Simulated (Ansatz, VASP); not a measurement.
VAsF: VASP beside Ansatz

The input INCAR:

```
SYSTEM = VAsF
PREC = Accurate ; ENCUT = 520
EDIFF = 1E-6 ; ISMEAR = -1
SIGMA = 0.1 ; LREAL = .False.
LASPH = .True. ; NELM = 60
ALGO = Normal ; ISIF = 2
LWAVE = .False. ; LCHARG = .False.
GGA = PE ; NBANDS = 34
```

KPOINTS

```
Automatic mesh
0
Gamma
  5 5 3
  0 0 0
```

POSCAR

```
VAsF
1.0
    3.3284380000      0.0000000000      0.0000000000
    0.0000000000      3.3284380000      0.0000000000
    0.0000000000      0.0000000000      7.5317970000
As F V
2 2 2
Direct
    0.2500000000      0.2500000000      0.6117000000
    0.7500000000      0.7500000000      0.3883000000
    0.7500000000      0.2500000000      0.0000000000
    0.2500000000      0.7500000000      0.0000000000
    0.2500000000      0.2500000000      0.2558000000
    0.7500000000      0.7500000000      0.7442000000
```

Input for Ansatz:

```yaml
crystal:
  lattice:
    - [3.328438, 0.0, 0.0]
    - [0.0, 3.328438, 0.0]
    - [0.0, 0.0, 7.531797]
  atoms:
    - { symbol: As, position: [0.25, 0.25, 0.6117] }
    - { symbol: As, position: [0.75, 0.75, 0.3883] }
    - { symbol: F, position: [0.75, 0.25, 0.0] }
    - { symbol: F, position: [0.25, 0.75, 0.0] }
    - { symbol: V, position: [0.25, 0.25, 0.2558] }
    - { symbol: V, position: [0.75, 0.75, 0.7442] }
  symmetry: { tolerance: 0.0003 }
kpoints:
  mp_grid: { grid: [5, 5, 3], shift: [0, 0, 0] }
magnetization:
  spin_polarized: false
scf:
  occupations: { method: fermi_dirac }
  n_extra_bands: 8
hamiltonian:
  pseudopotentials: { kind: paw }
  xc: pbe
basis:
  ecutwfc: 420
output:
  forces: true
  stress: true
  eigenvalues: true
  write_density: true
  write_potential: true
  elf: true
  volumetric_format: npy
```

Alike in both runs: task single point; functional PBE; k mesh 5 × 5 × 3; no spin polarisation.

|  | VASP | Ansatz |
| --- | --- | --- |
| version | VASP 6.6.1 | Ansatz 0.2.0 |
| potentials or method | VASP PAW PBE potentials, release 64 (As, F, V_sv), cutoff 520 eV | PAW plane waves |
| occupations | fermi-dirac, width 0.1 eV | fermi-dirac |
| valence electrons in the cell | 50 | 70 |

```tsv
	VASP	Ansatz	Ansatz less VASP
gap on the k mesh at the Fermi level (eV)	none	none	-
pressure (GPa)	-7.4	-7.5	-0.12
traceless stress, the component that is largest in VASP (GPa)	-21.37	-21.35	+0.013
rms of the force components (eV/Å)	1.012	1.005	-0.0068
```

Atom by atom the forces differ by 0.007 eV/Å (rms over components). A gap of «none» marks a metal or a gap that the smearing closes. VASP's potentials hold 50 valence electrons a cell and Ansatz's 70, so a difference there can come from the potentials and not from the codes.

The k mesh is coarse, so the values compare programs but aren't converged.
